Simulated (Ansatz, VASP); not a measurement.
# SbAs: VASP beside Ansatz

```
CELL_PARAMETERS angstrom
1.98888 1.13394 3.59646
-2.03662 1.15406 3.61658
-0.00644 -2.34218 3.62395
ATOMIC_POSITIONS crystal
Sb 0.50000 0.50000 0.50000
As 0.00000 0.00000 0.00000
```

Change from the starting cell: equal xy, yz and zx shear strains of -1 %.

Alike in both runs: task single point; functional PBEsol; k mesh 11 × 11 × 11; occupations fermi-dirac, width 0.05 eV; no spin polarisation.

```csv
,VASP,Ansatz
version,VASP 6.6.1,Ansatz 0.2.0
potentials or method,"VASP PAW PBE potentials, release 64 (Sb, As), cutoff 520 eV","all-electron LAPW, scalar-relativistic"
```

|  | VASP | Ansatz | Ansatz less VASP |
| --- | --- | --- | --- |
| pressure (GPa) | -4.0 | -4.0 | -0.06 |
| traceless stress, the component that is largest in VASP (GPa) | -2.62 | -2.64 | -0.017 |

VASP's potentials were made for PBE, not for PBEsol. Ansatz ran all-electron here, and VASP with PAW potentials.

Spin-orbit coupling is off throughout.
